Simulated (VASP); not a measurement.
Li3ScPb2:

```
CELL_PARAMETERS angstrom
6.05762 0.00000 0.00000
-3.02881 5.24605 0.00000
0.00000 0.00000 3.31679
ATOMIC_POSITIONS crystal
Li 0.50000 0.50000 0.50000
Li 0.50000 0.00000 0.50000
Li 0.00000 0.50000 0.50000
Sc 0.00000 0.00000 0.00000
Pb 0.66667 0.33333 0.00000
Pb 0.33333 0.66667 0.00000
```

The cell was generated, and may not be a known phase.

* Program: VASP 6.6.1
* Task: relaxation of cell and atoms
* Functional: PBE
* Potentials or basis: VASP PAW PBE potentials, release 64 (Li_sv, Sc_sv, Pb_d)
* Cutoff: 600 eV
* k mesh: 3 × 3 × 6
* Occupations: gaussian, width 0.1 eV
* Spin: no spin polarisation

At the start: pressure 16.0 GPa; volume 17.57 Å³/atom.

Task: How do energy, volume and symmetry change on relaxing?

Result: Over 11 steps the energy falls by 409.1 meV/atom and the volume is 21.79 Å³/atom (+24.0 %); space group P6/mmm (No. 191, to 0.1 Å) before and after.

The path:
| step | energy change (eV) | largest force (eV/Å) | pressure (GPa) | volume (Å³) |
| --- | --- | --- | --- | --- |
| 1 | 0.0000 | 0.0000 | 15.97 | 105.40 |
| 2 | -1.5960 | 0.0000 | 1.34 | 134.25 |
| 3 | -1.6520 | 0.0000 | -0.19 | 140.38 |
| 4 | -1.6031 | 0.0000 | -2.55 | 153.18 |
| 5 | -1.6588 | 0.0000 | -0.99 | 144.19 |
| 6 | -1.8128 | 0.0000 | -1.07 | 142.55 |
| 7 | -2.0162 | 0.0000 | -1.14 | 139.74 |
| 8 | -2.4157 | 0.0000 | -0.71 | 133.11 |
| 9 | -0.9779 | 0.0000 | 8.09 | 116.51 |
| 10 | -2.4524 | 0.0000 | -0.35 | 131.31 |
| 11 | -2.4548 | 0.0000 | -0.20 | 130.74 |

Final structure:
```xyz
6
Lattice="5.7720 0.0000 0.0000 -2.8860 4.9987 0.0000 0.0000 0.0000 4.5312" Properties=species:S:1:pos:R:3 pbc="T T T"
Li    1.4430    2.4994    2.2656
Li    2.8860    0.0000    2.2656
Li    4.3290    2.4994    2.2656
Sc    5.7720    0.0000    0.0000
Pb    2.8860    1.6662    4.5312
Pb    0.0000    3.3325    0.0000
```

Caveat: the k points lie up to 0.42 Å⁻¹ apart in the final cell, too coarse for converged energies and pressures of a metal; the cutoff is under 1.25 times the usual one of these potentials, so pressure, stress and relaxed cells hold a basis-set (Pulay) error; the volume moved by over 15 % at a fixed basis, so the end points are rough.
